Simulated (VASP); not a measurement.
# SiO2 in VASP: single point with PBE+D3(BJ)

Aim: the single point of SiO2 with PBE+D3(BJ).

All numbers are computed with VASP 6.6.1; they aren't measurements. Logs are shortened: lines on timing, memory, paths and dates and some standing lists are left out, and cuts for length are marked.

## 1. The cell of the first run

The cell holds a sheet with vacuum, 6 atoms: a = 2.688 Å, b = 2.688 Å, c = 37.223 Å, α = 90.00°, β = 90.00°, γ = 120.00°.

## 2. Single point, PBE+D3(BJ)

INCAR

```
SYSTEM = SiO2
PREC = Accurate
ENCUT = 520
EDIFF = 1E-7
ISMEAR = 0
SIGMA = 0.02
LREAL = .FALSE.
LASPH = .TRUE.
NELM = 80
ALGO = Normal
ISIF = 2
LWAVE = .FALSE.
LCHARG = .FALSE.
LDIPOL = .TRUE.
IDIPOL = 3
DIPOL = 0.5 0.5 0.282
GGA = PE
IVDW = 12
NBANDS = 25
```

KPOINTS

```
Automatic mesh
0
G
  12 12 1
  0 0 0
```

POSCAR

```
SiO2
1.0
    2.6875253910      0.0000000028      0.0000000000
   -1.3437626979      2.3274836552      0.0000000000
    0.0000000000      0.0000000000     37.2234478000
Si O
2 4
Direct
    0.5623379273      0.1246758546      0.2197450981
    0.5634558380      0.1269116760      0.3442006643
    0.8957031202      0.7914062404      0.2443514394
    0.2290171383      0.4580342767      0.1950940731
    0.8968143326      0.7936286652      0.3688516609
    0.2301282236      0.4602564472      0.3195942951
```

Potentials or basis: VASP PAW PBE potentials, release 64 (Si, O).

Run with:

```bash
> cat potpaw_PBE.64/Si/POTCAR potpaw_PBE.64/O/POTCAR > POTCAR
> mpirun -np 1 vasp_std > vasp.out
```

OUTCAR:

```text
SYSTEM = SiO2
   PREC = Accurate
   ENCUT = 520
   EDIFF = 1E-7
   ISMEAR = 0
   LREAL = .FALSE.
   LASPH = .TRUE.
   NELM = 80
   ISIF = 2
   GGA = PE
   IVDW = 12
 IVDW          = 12

 ion  position               nearest neighbor table
   1  0.562  0.125  0.220-   3 1.80   3 1.80   3 1.80   4 1.80   4 1.80   4 1.80
   2  0.563  0.127  0.344-   6 1.80   6 1.80   6 1.80   5 1.80   5 1.80   5 1.80
   3  0.896  0.791  0.244-   1 1.80   1 1.80   1 1.80
   4  0.229  0.458  0.195-   1 1.80   1 1.80   1 1.80
   5  0.897  0.794  0.369-   2 1.80   2 1.80   2 1.80
   6  0.230  0.460  0.320-   2 1.80   2 1.80   2 1.80

  LATTYP: Found a hexagonal cell.
 ALAT       =     2.6875253910
 C/A-ratio  =    13.8504543714

  Lattice vectors:

 A1 = (   2.6875253910,   0.0000000028,   0.0000000000)
 A2 = (  -1.3437626979,   2.3274836552,   0.0000000000)
 A3 = (   0.0000000000,   0.0000000000,  37.2234478000)

Analysis of symmetry for initial positions (statically):
=====================================================================
 Subroutine PRICEL returns:
 Original cell was already a primitive cell.

 Routine SETGRP: Setting up the symmetry group for a
 hexagonal supercell.

 Subroutine GETGRP returns: Found  2 space group operations
 (whereof  2 operations were pure point group operations)
 out of a pool of 24 trial point group operations.

The static configuration has the point symmetry C_1h.

Analysis of symmetry for dynamics (positions and initial velocities):
=====================================================================
 Subroutine PRICEL returns:
 Original cell was already a primitive cell.

 Routine SETGRP: Setting up the symmetry group for a
 hexagonal supercell.

 Subroutine GETGRP returns: Found  2 space group operations
 (whereof  2 operations were pure point group operations)
 out of a pool of 24 trial point group operations.

The dynamic configuration has the point symmetry C_1h.

 Subroutine INISYM returns: Found  2 space group operations
 (whereof  2 operations are pure point group operations),
 and found     1 'primitive' translations

----------------------------------------------------------------------------------------

                                     Primitive cell

  volume of cell :     232.8390

  direct lattice vectors                    reciprocal lattice vectors
     2.687525391  0.000000003  0.000000000     0.372089508  0.214824280  0.000000000
    -1.343762698  2.327483655  0.000000000    -0.000000000  0.429648559  0.000000000
     0.000000000  0.000000000 37.223447800     0.000000000  0.000000000  0.026864787

[... 103 lines left out ...]
   NUPDOWN=      -1.0000    fix difference up-down
   EMIN   =  10.00;   EMAX   =-10.00  energy-range for DOS
   EFERMI =   0.00;   METHOD = LEGACY
   ISMEAR =     0;   SIGMA  =   0.02  broadening in eV -4-tet -1-fermi 0-gaus
   EFERMI_NEDOS =   21; number of points for ismear=-14 and -15
   IALGO  =     38    algorithm
   IMIX   =      4    mixing-type and parameters
     AMIX     =   0.40;   BMIX     =  1.00
     AMIX_MAG =   1.60;   BMIX_MAG =  1.00
  volume/ion in A,a.u.               =      38.81       261.88
  Fermi-wavevector in a.u.,A,eV,Ry     =   0.844837  1.596510  9.711150  0.713749
  Thomas-Fermi vector in A             =   1.959929
   LORBIT       =      0    0 simple, 1 ext, 2 COOP (PROOUT), +10 PAW based schemes
   GGA     = PE    functional components
   LHFCALC =     F    Hartree Fock is set to
   AEXX    =    0.0000 exact exchange contribution
   IVDW    =    12    specifies the selected vdW correction
   LEPSILON=     F    determine dielectric tensor
   LRPA    =     F    only Hartree local field effects (RPA)
 non-spin polarized calculation
 Gauss-broadening in eV      SIGMA  =   0.02
  energy-cutoff  :      520.00
  volume of cell :      232.84
 maximum number of plane-waves:      6351
   NGX =  9   NGY =  9   NGZ =139

 dipolmoment           0.000000      0.000000     -0.000002 electrons x Angstroem

 number of electron      32.0000000 magnetization

 dipolmoment           0.000000      0.000000      0.000000 electrons x Angstroem

 Free energy of the ion-electron system (eV)
  ---------------------------------------------------
  ext. energy  EPLUGINS =         0.00000000
  ---------------------------------------------------
  free energy    TOTEN  =       -45.49121865 eV

  energy without entropy =      -45.49121865  energy(sigma->0) =      -45.49121865

 E-fermi :  -5.5355     XC(G=0):  -2.9007

 val. band max:       -5.6884509623   @ k =  -0.0833   0.2500   0.0000
 cond. band min:       0.7402631124   @ k =   0.0000   0.0000   0.0000
 fundamental gap:      6.4287140747
 Fermi energy:        -5.5354523776

 k-point     1 :       0.0000    0.0000    0.0000
  band No.  band energies     occupation
      1     -26.9614      2.00000
      2     -26.9303      2.00000
      3     -23.2101      2.00000
      4     -23.1325      2.00000
      5     -10.6047      2.00000
      6     -10.1339      2.00000
[... 661 lines left out ...]
     24       7.3317      0.00000
     25       7.4110      0.00000

 [... further k-points ...]

------------------------ aborting loop because EDIFF is reached ----------------------------------------

 vacuum level on the upper side and lower side of the slab       (xc-potential included)        -0.012        -0.012

 Edisp (eV)   -0.93361

 E8    (eV) :    -0.3273

  FORCE on cell =-STRESS in cart. coord.  units (eV):
  Direction    XX          YY          ZZ          XY          YZ          ZX
  --------------------------------------------------------------------------------------
  -------------------------------------------------------------------------------------
  Total       0.29810     0.29601    -0.05591     0.00000    -0.00363     0.00000
  in kB       2.05121     2.03689    -0.38475     0.00000    -0.02500     0.00000
  external pressure =        1.23 kB  Pullay stress =        0.00 kB

 VOLUME and BASIS-vectors are now :
 -----------------------------------------------------------------------------
  energy-cutoff  :      520.00
  volume of cell :      232.84
      direct lattice vectors                 reciprocal lattice vectors
     2.687525391  0.000000003  0.000000000     0.372089508  0.214824280  0.000000000
    -1.343762698  2.327483655  0.000000000    -0.000000000  0.429648559  0.000000000
     0.000000000  0.000000000 37.223447800     0.000000000  0.000000000  0.026864787

 POSITION                                       TOTAL-FORCE (eV/Angst)
 -----------------------------------------------------------------------------------
      1.34376      0.29018      8.17967        -0.000000      0.001735      0.000334
      1.34376      0.29538     12.81234        -0.000000      0.001291     -0.000264
      1.34376      1.84199      9.09560         0.000000     -0.000831      0.014061
     -0.00000      1.06607      7.26207         0.000000     -0.000588     -0.014054
      1.34376      1.84716     13.72993         0.000000     -0.001018      0.014635
     -0.00000      1.07124     11.89640         0.000000     -0.000588     -0.014712
 -----------------------------------------------------------------------------------
    total drift:                                0.000000     -0.000057     -0.000293

  FREE ENERGIE OF THE ION-ELECTRON SYSTEM (eV)
  ---------------------------------------------------
  free  energy   TOTEN  =       -46.4248263226 eV

  energy  without entropy=      -46.4248263226  energy(sigma->0) =      -46.42482632

 vacuum level on the upper side and lower side of the slab         3.146         3.146
```

OSZICAR:

```text
N       E                     dE             d eps       ncg     rms          rms(c)
DAV:   1     0.304992081469E+03    0.30499E+03   -0.13358E+04  2286   0.101E+03
DAV:   2    -0.112527893331E+02   -0.31624E+03   -0.28959E+03  3258   0.258E+02
DAV:   3    -0.489905995792E+02   -0.37738E+02   -0.37487E+02  2913   0.101E+02
[... 18 lines left out ...]
DAV:  22    -0.454912176828E+02   -0.83385E-06   -0.95549E-09  2067   0.385E-04    0.781E-05
DAV:  23    -0.454912182826E+02   -0.59976E-06   -0.11234E-08  2069   0.353E-04    0.703E-05
DAV:  24    -0.454912184768E+02   -0.19424E-06   -0.21476E-09  2020   0.208E-04    0.250E-05
DAV:  25    -0.454912185863E+02   -0.10950E-06   -0.65675E-10  1922   0.122E-04    0.272E-05
DAV:  26    -0.454912186490E+02   -0.62690E-07   -0.16186E-10  1889   0.849E-05
   1 F= -.46424826E+02 E0= -.46424826E+02  d E =-.298608E-28
```

stdout:

```text
POSCAR found type information on POSCAR SiO
 POSCAR found :  2 types and       6 ions
 scaLAPACK will be used
 LDA part: xc-table for (Slater+PW92), standard interpolation
 POSCAR, INCAR and KPOINTS ok, starting setup
 FFT: planning ... GRIDC
 FFT: planning ... GRID_SOFT
 FFT: planning ... GRID
 WAVECAR not read
 entering main loop
```

Run time: 4.3 min. Hardware: 1 thread of Intel Xeon Platinum 8488C (Sapphire Rapids), shared host; peak memory 0.44 GiB.

What came out:

```yaml
Free_energy: -46.4248 eV
Largest_force: 0.015 eV/Å
Band_gap_on_the_k_mesh: 6.43 eV (least direct gap 6.84 eV)
Dispersion_energy_per_atom: -0.156 eV
```

Forces on the atoms (eV/Å):
```
Si   0.000  0.002  0.000
Si   0.000  0.001  0.000
O    0.000 -0.001  0.014
O    0.000 -0.001 -0.014
O    0.000 -0.001  0.015
O    0.000 -0.001 -0.015
```
